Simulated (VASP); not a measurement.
# KBr (Pm-3m) in VASP: notebook, part 2 of 2

VASP 6.6.1. Earlier steps stand in the parts before.

### Step 3. Single point, PBE-based screened hybrid

The input, POSCAR:

```
KBr
1.0
    3.9758690650      0.0000000000      0.0000000000
    0.0000000000      3.9758690650      0.0000000000
    0.0000000000      0.0000000000      3.9758690650
K Br
1 1
Direct
    0.0000000000      0.0000000000      0.0000000000
    0.5000000000      0.5000000000      0.5000000000
```

The input, INCAR.step1:

```
PREC = Accurate
ENCUT = 520
EDIFF = 1E-5
ISMEAR = 0
SIGMA = 0.01
LREAL = False
LASPH = True
NELM = 100
ALGO = Normal
ISIF = 2
LWAVE = True
LCHARG = False
GGA = PE
NBANDS = 15
```

The input, INCAR.step2:

```
PREC = Accurate
ENCUT = 520
EDIFF = 1E-6
ISMEAR = 0
SIGMA = 0.01
LREAL = False
LASPH = True
NELM = 100
ALGO = Normal
ISIF = 2
LWAVE = False
LCHARG = False
GGA = PE
LHFCALC = True
AEXX = 0.35
HFSCREEN = 0.3
PRECFOCK = Normal
ISTART = 1
NBANDS = 15
```

The input, KPOINTS:

```
Automatic mesh
0
Gamma
  4 4 4
```

Potentials or basis: VASP PAW PBE potentials, release 64 (K_sv, Br).

Run with:

```sh
> cat potpaw_PBE.64/K_sv/POTCAR potpaw_PBE.64/Br/POTCAR > POTCAR
> cp INCAR.step1 INCAR
> mpirun -np 1 vasp_std > vasp.out
> cp INCAR.step2 INCAR
> mpirun -np 1 vasp_std > vasp.out
```

OUTCAR:

```text
PREC = Accurate
   ENCUT = 520
   EDIFF = 1E-6
   ISMEAR = 0
   LREAL = False
   LASPH = True
   NELM = 100
   ISIF = 2
   GGA = PE
   LHFCALC = True
   AEXX = 0.35
   HFSCREEN = 0.3
   PRECFOCK = Normal
   ISTART = 1

 ion  position               nearest neighbor table
   1  0.000  0.000  0.000-
   2  0.500  0.500  0.500-

  LATTYP: Found a simple cubic cell.
 ALAT       =     3.9758690650

  Lattice vectors:

 A1 = (   3.9758690650,   0.0000000000,   0.0000000000)
 A2 = (   0.0000000000,   3.9758690650,   0.0000000000)
 A3 = (   0.0000000000,   0.0000000000,   3.9758690650)

Analysis of symmetry for initial positions (statically):
=====================================================================
 Subroutine PRICEL returns:
 Original cell was already a primitive cell.

 Routine SETGRP: Setting up the symmetry group for a
 simple cubic supercell.

 Subroutine GETGRP returns: Found 48 space group operations
 (whereof 48 operations were pure point group operations)
 out of a pool of 48 trial point group operations.

The static configuration has the point symmetry O_h .
[... 166 lines left out ...]
      3     -14.6810      2.00000
      4     -14.6810      2.00000
      5     -14.6810      2.00000
      6      -1.7847      2.00000
      7      -1.7847      2.00000
      8      -1.7847      2.00000
      9       3.8727      0.00000
     10       5.7277      0.00000
     11       5.7277      0.00000
     12      10.2351      0.00000
     13      10.2351      0.00000
     14      10.2351      0.00000
[... 149 lines left out ...]
      2     -15.3120      2.00000
      3     -14.8049      2.00000
      4     -14.8049      2.00000
      5     -14.8049      2.00000
      6      -3.1426      2.00000
      7      -3.1426      2.00000
      8      -3.1426      2.00000
      9       7.3724      0.00000
     10       7.3724      0.00000
     11       7.3724      0.00000
     12      10.0335      0.00000
     13      10.0335      0.00000
     14      10.0335      0.00000
     15      12.1068      0.00000

------------------------ aborting loop because EDIFF is reached ----------------------------------------

  FORCE on cell =-STRESS in cart. coord.  units (eV):
  Direction    XX          YY          ZZ          XY          YZ          ZX
  --------------------------------------------------------------------------------------
  -------------------------------------------------------------------------------------
  Total        0.1540404      0.1540404      0.1540404     -0.0000000     -0.0000000      0.0000000
  in kB        3.9268924      3.9268924      3.9268924     -0.0000000     -0.0000000      0.0000000
  external PRESSURE =       3.9268924 kB  Pullay stress =       0.0000000 kB

 VOLUME and BASIS-vectors are now :
 -----------------------------------------------------------------------------
  energy-cutoff  :      520.00
  volume of cell :       62.85
      direct lattice vectors                 reciprocal lattice vectors
     3.975869065  0.000000000  0.000000000     0.251517337  0.000000000  0.000000000
     0.000000000  3.975869065  0.000000000     0.000000000  0.251517337  0.000000000
     0.000000000  0.000000000  3.975869065     0.000000000  0.000000000  0.251517337

 POSITION                                       TOTAL-FORCE (eV/Angst)
 -----------------------------------------------------------------------------------
      0.00000      0.00000      0.00000         0.000000      0.000000      0.000000
      1.98793      1.98793      1.98793         0.000000      0.000000      0.000000
 -----------------------------------------------------------------------------------
    total drift:                               -0.000000     -0.000000     -0.000000

  FREE ENERGIE OF THE ION-ELECTRON SYSTEM (eV)
  ---------------------------------------------------
  free  energy   TOTEN  =        -7.1830660908 eV

  energy  without entropy=       -7.1830660908  energy(sigma->0) =       -7.18306609
```

OUTCAR.step1:

```text
PREC = Accurate
   ENCUT = 520
   EDIFF = 1E-5
   ISMEAR = 0
   LREAL = False
[... 386 lines left out ...]
      0.00000      0.00000      0.00000         0.000000      0.000000      0.000000
      1.98793      1.98793      1.98793         0.000000      0.000000      0.000000
 -----------------------------------------------------------------------------------
    total drift:                                0.000000      0.000000     -0.000000

  FREE ENERGIE OF THE ION-ELECTRON SYSTEM (eV)
  ---------------------------------------------------
  free  energy   TOTEN  =        -6.0650177302 eV

  energy  without entropy=       -6.0650177302  energy(sigma->0) =       -6.06501773
```

OSZICAR.step1:

```text
N       E                     dE             d eps       ncg     rms          rms(c)
DAV:   1     0.944251335776E+02    0.94425E+02   -0.70049E+03   300   0.954E+02
DAV:   2    -0.101019007673E+01   -0.95435E+02   -0.89463E+02   398   0.228E+02
DAV:   3    -0.608018429714E+01   -0.50700E+01   -0.50476E+01   412   0.462E+01
DAV:   4    -0.625774530365E+01   -0.17756E+00   -0.17754E+00   437   0.742E+00
DAV:   5    -0.625919280907E+01   -0.14475E-02   -0.14475E-02   426   0.766E-01    0.280E+00
DAV:   6    -0.609000073922E+01    0.16919E+00   -0.14629E-01   363   0.223E+00    0.209E+00
DAV:   7    -0.606180747148E+01    0.28193E-01   -0.87980E-02   377   0.191E+00    0.983E-01
DAV:   8    -0.606465311431E+01   -0.28456E-02   -0.13605E-02   345   0.841E-01    0.999E-02
DAV:   9    -0.606487542627E+01   -0.22231E-03   -0.42821E-04   413   0.163E-01    0.780E-02
DAV:  10    -0.606501464354E+01   -0.13922E-03   -0.17888E-04   314   0.941E-02    0.127E-02
DAV:  11    -0.606501773021E+01   -0.30867E-05   -0.10836E-05   328   0.230E-02
   1 F= -.60650177E+01 E0= -.60650177E+01  d E =-.167096E-58
```

Run time: 5.9 min. Hardware: 1 thread of Oxide Virtual Turin-like, shared host; peak memory 0.25 GiB.

What came out:

| Item | Value |
| --- | --- |
| Free energy | -7.1831 eV |
| Pressure | 0.4 GPa |
| Band gap on the k mesh | 5.36 eV, indirect (least direct gap 5.66 eV) |

Caveat: the PAW data sets were made with another functional, which shifts forces and pressure a little. A k mesh can miss the band edges.

### Step 4. Single point, PBE-based screened hybrid

POSCAR is that of step 3.

The input, INCAR.step1:

```
SYSTEM = KBr
PREC = Accurate ; ENCUT = 520
EDIFF = 1E-5 ; ISMEAR = 0
SIGMA = 0.01 ; LREAL = .False.
LASPH = .True. ; NELM = 80
ALGO = Normal ; ISIF = 2
LWAVE = .True. ; GGA = PE
NBANDS = 15
```

The input, INCAR.step2:

```
SYSTEM = KBr
PREC = Accurate ; ENCUT = 520
EDIFF = 1E-7 ; ISMEAR = 0
SIGMA = 0.01 ; LREAL = .False.
LASPH = .True. ; NELM = 80
ALGO = Normal ; ISIF = 2
LWAVE = .False. ; LCHARG = .True.
GGA = PE ; LHFCALC = .True.
AEXX = 0.2 ; HFSCREEN = 0.1
PRECFOCK = Normal ; LELF = .True.
LVHAR = .True. ; ISTART = 1
NBANDS = 15
```

The input, KPOINTS:

```
Automatic mesh
0
Gamma
  4 4 4
  0 0 0
```

Run with:

```sh
> cat potpaw_PBE.64/K_sv/POTCAR potpaw_PBE.64/Br/POTCAR > POTCAR
> cp INCAR.step1 INCAR
> mpirun -np 1 vasp_std > vasp.out
> cp INCAR.step2 INCAR
> mpirun -np 1 vasp_std > vasp.out
```

Run time: 6 min. Hardware: 1 thread of Oxide Virtual Turin-like, shared host; peak memory 0.25 GiB.

Results (log left out):

| Item | Value |
| --- | --- |
| Free energy | -7.0280 eV |
| Pressure | 0.6 GPa |
| Band gap on the k mesh | 5.23 eV, indirect (least direct gap 5.53 eV) |

Levels at points of the mesh, in eV from the valence-band top:
| k point | band 5 | band 6 | band 7 | band 8 | band 9 | band 10 | band 11 | band 12 |
| --- | --- | --- | --- | --- | --- | --- | --- | --- |
| (0.00, 0.00, 0.00) | -12.76 | -0.30 | -0.30 | -0.30 | 5.23 | 7.08 | 7.08 | 11.41 |
| (0.50, 0.00, 0.00) | -12.55 | -2.22 | -0.27 | -0.27 | 7.93 | 8.62 | 9.33 | 10.19 |
| (0.50, 0.50, 0.00) | -12.72 | -1.59 | -1.59 | 0.00 | 6.47 | 7.90 | 9.55 | 9.55 |
| (0.50, 0.50, 0.50) | -12.89 | -1.65 | -1.65 | -1.65 | 8.75 | 8.75 | 8.75 | 11.23 |

Caveat: the PAW data sets were made with another functional, which shifts forces and pressure a little.

### Step 5. The runs side by side

| level | screening parameter | share of exact exchange | gap on the mesh (eV) | pressure (GPa) |
| --- | --- | --- | --- | --- |
| HSE06 | 0.2079 1/Å | - | 5.19 | 0.5 |
| PBE-based screened hybrid | 0.3 1/Å | 0.35 | 5.36 | 0.4 |
| PBE-based screened hybrid | 0.1 1/Å | 0.2 | 5.23 | 0.6 |

Alike in all rows: task single point; potentials or basis VASP PAW PBE potentials, release 64 (K_sv, Br); no spin polarisation; cell as given; k mesh 4 × 4 × 4; cutoff (eV) 520; smearing gaussian 0.01 eV.

On the cell as given the gap runs from 5.19 eV (HSE06) to 5.36 eV (PBE-based screened hybrid).

Caveats: the PAW data sets were made with another functional, which shifts forces and pressure a little.

Absolute energies hang on the potentials; compare differences alone.
